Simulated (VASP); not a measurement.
# Gd (Im-3m) in VASP: notebook

The runs below take Gd through single point, relaxation of cell and atoms, with PBEsol.

All numbers are computed with VASP 6.6.1; they aren't measurements. Logs are shortened: lines on timing, memory, paths and dates and some standing lists are left out, and cuts for length are marked.

**1. The cell of the first run**

The structure is cubic, space group Im-3m (No. 229). Conventional cell: a = 2.933 Å, b = 2.933 Å, c = 2.933 Å, α = 90.00°, β = 90.00°, γ = 90.00°. Within 3.4 Å of Gd (site symmetry m-3m) lie 14 Gd at 2.54 to 2.93 Å.

This isn't the form of Gd at room conditions, which is hcp.

**2. Single point, PBEsol, collinear spin, ferromagnetic start**

File INCAR:

```
SYSTEM = Gd
PREC = Accurate ; ENCUT = 520
EDIFF = 1E-7 ; ISMEAR = -1
SIGMA = 0.08 ; LREAL = .FALSE.
LASPH = .TRUE. ; NELM = 150
ALGO = Normal ; ISIF = 2
LWAVE = .FALSE. ; LCHARG = .FALSE.
ISPIN = 2 ; MAGMOM = 7
LORBIT = 11 ; LMAXMIX = 6
GGA = PS ; NBANDS = 19
```

File KPOINTS:

```
regular mesh
0
G
  18 18 18
  0 0 0
```

File POSCAR:

```
Gd
1.0
   -1.4663809104      1.4663809104      1.4663809104
    1.4663809104     -1.4663809104      1.4663809104
    1.4663809104      1.4663809104     -1.4663809104
Gd
1
Direct
    0.0000000000      0.0000000000      0.0000000000
```

Potentials or basis: VASP PAW PBE potentials, release 64 (Gd).

Run with:

```
$ cat potpaw_PBE.64/Gd/POTCAR > POTCAR
$ mpirun -np 1 vasp_std > vasp.out
```

OUTCAR:

```text
SYSTEM = Gd
   PREC = Accurate
   ENCUT = 520
   EDIFF = 1E-7
   ISMEAR = -1
   LREAL = .FALSE.
   LASPH = .TRUE.
   NELM = 150
   ISIF = 2
   ISPIN = 2
   LORBIT = 11
   GGA = PS

 ion  position               nearest neighbor table
   1  0.000  0.000  0.000-

  LATTYP: Found a body centered cubic cell.
 ALAT       =     2.9327618208

  Lattice vectors:

 A1 = (  -1.4663809104,   1.4663809104,   1.4663809104)
 A2 = (   1.4663809104,  -1.4663809104,   1.4663809104)
 A3 = (   1.4663809104,   1.4663809104,  -1.4663809104)

Analysis of symmetry for initial positions (statically):
=====================================================================
 Subroutine PRICEL returns:
 Original cell was already a primitive cell.

 Routine SETGRP: Setting up the symmetry group for a
 body centered cubic supercell.

 Subroutine GETGRP returns: Found 48 space group operations
 (whereof 48 operations were pure point group operations)
 out of a pool of 48 trial point group operations.

The static configuration has the point symmetry O_h .

Analysis of symmetry for dynamics (positions and initial velocities):
=====================================================================
 Subroutine PRICEL returns:
 Original cell was already a primitive cell.

 Routine SETGRP: Setting up the symmetry group for a
 body centered cubic supercell.

 Subroutine GETGRP returns: Found 48 space group operations
 (whereof 48 operations were pure point group operations)
 out of a pool of 48 trial point group operations.

The dynamic configuration has the point symmetry O_h .

Analysis of structural, dynamic, and magnetic symmetry:
=====================================================================
 Subroutine PRICEL returns:
 Original cell was already a primitive cell.

 Routine SETGRP: Setting up the symmetry group for a
 body centered cubic supercell.

 Subroutine GETGRP returns: Found 48 space group operations
 (whereof 48 operations were pure point group operations)
 out of a pool of 48 trial point group operations.

The overall configuration has the point symmetry O_h .

 Subroutine INISYM returns: Found 48 space group operations
 (whereof 48 operations are pure point group operations),
 and found     1 'primitive' translations

----------------------------------------------------------------------------------------

                                     Primitive cell

  volume of cell :      12.6125

  direct lattice vectors                    reciprocal lattice vectors
    -1.466380910  1.466380910  1.466380910     0.000000000  0.340975524  0.340975524
     1.466380910 -1.466380910  1.466380910     0.340975524  0.000000000  0.340975524
     1.466380910  1.466380910 -1.466380910     0.340975524  0.340975524  0.000000000

  length of vectors
     2.539846240  2.539846240  2.539846240     0.482212211  0.482212211  0.482212211

  position of ions in fractional coordinates (direct lattice)
     0.000000000  0.000000000  0.000000000

  ion indices of the primitive-cell ions
   primitive index   ion index
                 1           1

----------------------------------------------------------------------------------------

 KPOINTS: regular mesh

Automatic generation of k-mesh.
 Grid dimensions read from file:
 generate k-points for:   18   18   18

 Generating k-lattice:

  Cartesian coordinates                     Fractional coordinates (reciprocal lattice)
     0.000000000  0.018943085  0.018943085     0.055555556  0.000000000  0.000000000
     0.018943085  0.000000000  0.018943085     0.000000000  0.055555556  0.000000000
     0.018943085  0.018943085  0.000000000     0.000000000  0.000000000  0.055555556

  Length of vectors
     0.026789567  0.026789567  0.026789567

  Shift w.r.t. Gamma in fractional coordinates (k-lattice)
     0.000000000  0.000000000  0.000000000

 Subroutine IBZKPT returns following result:
 ===========================================

 Found    195 irreducible k-points:

 Following reciprocal coordinates:
            Coordinates               Weight
  0.000000  0.000000  0.000000      1.000000
  0.055556  0.000000  0.000000     12.000000
  0.111111  0.000000  0.000000     12.000000
  0.166667  0.000000  0.000000     12.000000
  0.222222  0.000000  0.000000     12.000000
  0.277778  0.000000  0.000000     12.000000
[... 16 lines left out ...]
  0.333333  0.111111  0.000000     48.000000
  0.388889  0.111111 -0.000000     48.000000
 [... further k-points ...]
   k-points           NKPTS =    195   k-points in BZ     NKDIM =    195   number of bands    NBANDS=     19
   number of dos      NEDOS =    301   number of ions     NIONS =      1
   total plane-waves  NPLWV =   8000
   dimension x,y,z NGX =    20 NGY =   20 NGZ =   20
   dimension x,y,z NGXF=    40 NGYF=   40 NGZF=   40
   ions per type =               1
   NGX,Y,Z   is equivalent  to a cutoff of  13.09, 13.09, 13.09 a.u.
   NGXF,Y,Z  is equivalent  to a cutoff of  26.18, 26.18, 26.18 a.u.
 SYSTEM =  Gd
   PREC   = accura    normal or accurate (medium, high low for compatibility)
   ISTART =      0    job   : 0-new  1-cont  2-samecut
   ICHARG =      2    charge: 1-file 2-atom 10-const
   ISPIN  =      2    spin polarized calculation?
   LNONCOLLINEAR =      F non collinear calculations
   LSORBIT =      F    spin-orbit coupling
   LASPH  =      T    aspherical Exc in radial PAW
   ENCUT  =  520.0 eV  38.22 Ry    6.18 a.u.   4.72  4.72  4.72*2*pi/ulx,y,z
   NELM   =    150;   NELMIN=  2; NELMDL= -5     # of ELM steps
   EDIFF  = 0.1E-06   stopping-criterion for ELM
   LREAL  =      F    real-space projection
   EDIFFG = 0.1E-05   stopping-criterion for IOM
   NSW    =      0    number of steps for IOM
   IBRION =     -1    ionic relax: 0-MD 1-quasi-New 2-CG
   NFREE  =      0    steps in history (QN), initial steepest desc. (CG)
   ISIF   =      2    stress and relaxation
   ISYM   =      2    0-nonsym 1-usesym 2-fastsym
   POTIM  = 0.5000    time-step for ionic-motion
   TEBEG  =    0.0;   TEEND  =   0.0 temperature during run
   PSTRESS=    0.0 pullay stress
   NELECT =      18.0000    total number of electrons
   NUPDOWN=      -1.0000    fix difference up-down
   EMIN   =  10.00;   EMAX   =-10.00  energy-range for DOS
   EFERMI =   0.00;   METHOD = LEGACY
   ISMEAR =    -1;   SIGMA  =   0.08  broadening in eV -4-tet -1-fermi 0-gaus
   EFERMI_NEDOS =   21; number of points for ismear=-14 and -15
   IALGO  =     38    algorithm
   IMIX   =      4    mixing-type and parameters
     AMIX     =   0.40;   BMIX     =  1.00
     AMIX_MAG =   1.60;   BMIX_MAG =  1.00
  volume/ion in A,a.u.               =      12.61        85.11
  Fermi-wavevector in a.u.,A,eV,Ry     =   1.843171  3.483087 46.222772  3.397278
  Thomas-Fermi vector in A             =   2.894921
   LORBIT       =     11    0 simple, 1 ext, 2 COOP (PROOUT), +10 PAW based schemes
   GGA     = PS    functional components
   LHFCALC =     F    Hartree Fock is set to
   AEXX    =    0.0000 exact exchange contribution
   IVDW    =     0    specifies the selected vdW correction
   LEPSILON=     F    determine dielectric tensor
   LRPA    =     F    only Hartree local field effects (RPA)
 spin polarized calculation
  energy-cutoff  :      520.00
  volume of cell :       12.61
 maximum number of plane-waves:       370
   NGX =  9   NGY =  9   NGZ =  9

 number of electron      18.0000003 magnetization       6.4747525

 Free energy of the ion-electron system (eV)
  ---------------------------------------------------
  ext. energy  EPLUGINS =         0.00000000
  ---------------------------------------------------
  free energy    TOTEN  =        -7.89176705 eV

  energy without entropy =       -7.86607388  energy(sigma->0) =       -7.87892046

 E-fermi :   8.9478     XC(G=0): -15.5155

 val. band max:        8.9460197355   @ k =  -0.3889   0.3889   0.1667
 cond. band min:       8.9487624829   @ k =   0.2778   0.1111   0.1111
 fundamental gap:      0.0027427474
 Fermi energy:         8.9478434004

 spin component 1

 k-point     1 :       0.0000    0.0000    0.0000
  band No.  band energies     occupation
      1     -37.1741      1.00000
      2      -9.2224      1.00000
      3      -9.2224      1.00000
      4      -9.2224      1.00000
      5       5.0073      1.00000
      6       5.0073      1.00000
[... 11 lines left out ...]
     18      25.6356      0.00000
     19      25.6356      0.00000

 k-point     2 :       0.0556    0.0000    0.0000
  band No.  band energies     occupation
      1     -37.1182      1.00000
      2      -9.5643      1.00000
      3      -9.3195      1.00000
      4      -9.2333      1.00000
      5       4.9921      1.00000
      6       5.0145      1.00000
[... 476 lines left out ...]
 k-point    24 :       0.3889    0.1111   -0.0000
  band No.  band energies     occupation
      1     -34.9288      1.00000
      2     -17.1771      1.00000
      3     -12.3088      1.00000
      4     -10.0378      1.00000
      5       4.9458      1.00000
      6       5.2478      1.00000
[... 11 lines left out ...]
     18      27.1502      0.00000
     19      34.1989      0.00000

 [... further k-points ...]

 spin component 2

 k-point     1 :       0.0000    0.0000    0.0000
  band No.  band energies     occupation
      1     -34.6433      1.00000
      2      -6.8617      1.00000
      3      -6.8617      1.00000
      4      -6.8617      1.00000
      5       8.1910      0.99992
      6       9.1703      0.05836
[... 11 lines left out ...]
     18      26.9098      0.00000
     19      26.9098      0.00000

 k-point     2 :       0.0556    0.0000    0.0000
  band No.  band energies     occupation
      1     -34.5819      1.00000
      2      -7.2493      1.00000
      3      -6.9712      1.00000
      4      -6.8751      1.00000
      5       8.5425      0.99374
      6       9.0619      0.19373
[... 476 lines left out ...]
 k-point    24 :       0.3889    0.1111   -0.0000
  band No.  band energies     occupation
      1     -32.1080      1.00000
      2     -15.5944      1.00000
      3     -10.2841      1.00000
      4      -7.8225      1.00000
      5       6.1183      1.00000
      6       8.2450      0.99985
[... 11 lines left out ...]
     18      28.7168      0.00000
     19      36.0062      0.00000

 [... further k-points ...]

------------------------ aborting loop because EDIFF is reached ----------------------------------------

  FORCE on cell =-STRESS in cart. coord.  units (eV):
  Direction    XX          YY          ZZ          XY          YZ          ZX
  --------------------------------------------------------------------------------------
  -------------------------------------------------------------------------------------
  Total       11.3203760     11.3203760     11.3203760     -0.0000000     -0.0000000     -0.0000000
  in kB     1438.0402681   1438.0402681   1438.0402681     -0.0000000     -0.0000000     -0.0000000
  external PRESSURE =    1438.0402681 kB  Pullay stress =       0.0000000 kB

 VOLUME and BASIS-vectors are now :
 -----------------------------------------------------------------------------
  energy-cutoff  :      520.00
  volume of cell :       12.61
      direct lattice vectors                 reciprocal lattice vectors
    -1.466380910  1.466380910  1.466380910     0.000000000  0.340975524  0.340975524
     1.466380910 -1.466380910  1.466380910     0.340975524  0.000000000  0.340975524
     1.466380910  1.466380910 -1.466380910     0.340975524  0.340975524  0.000000000

 POSITION                                       TOTAL-FORCE (eV/Angst)
 -----------------------------------------------------------------------------------
      0.00000      0.00000      0.00000         0.000000      0.000000     -0.000000
 -----------------------------------------------------------------------------------
    total drift:                                0.000000      0.000000      0.000000

  FREE ENERGIE OF THE ION-ELECTRON SYSTEM (eV)
  ---------------------------------------------------
  free  energy   TOTEN  =        -7.8917670451 eV

  energy  without entropy=       -7.8660738800  energy(sigma->0) =       -7.87892046

 total charge

# of ion       s       p       d       f       tot
--------------------------------------------------
    1        2.083   5.508   1.597   7.255  16.443

 magnetization (x)

# of ion       s       p       d       f       tot
--------------------------------------------------
    1        0.022  -0.042   0.040   6.296   6.317
```

Wall time 2.4 min (1 thread of Intel Xeon Platinum 8124M at 3.00GHz (Skylake/Cascade Lake), shared host); peak memory 0.21 GiB.

What came out:

```yaml
Free_energy: -7.8918 eV
Pressure: 143.8 GPa
Net_moment: 6.47 μB per cell
Site_moments: Gd +6.32 μB
Valence_electrons_inside_the_program's_atomic_spheres: Gd 16.44
```

Caveat: the cell stands under pressure; the PAW data sets were made with another functional, which shifts forces and pressure a little; spin-orbit coupling is left out, which moves the levels of the heavy elements; semilocal functionals describe open f shells poorly, which spoils levels, moments and volumes.

(Continued in part 2 of 2.)
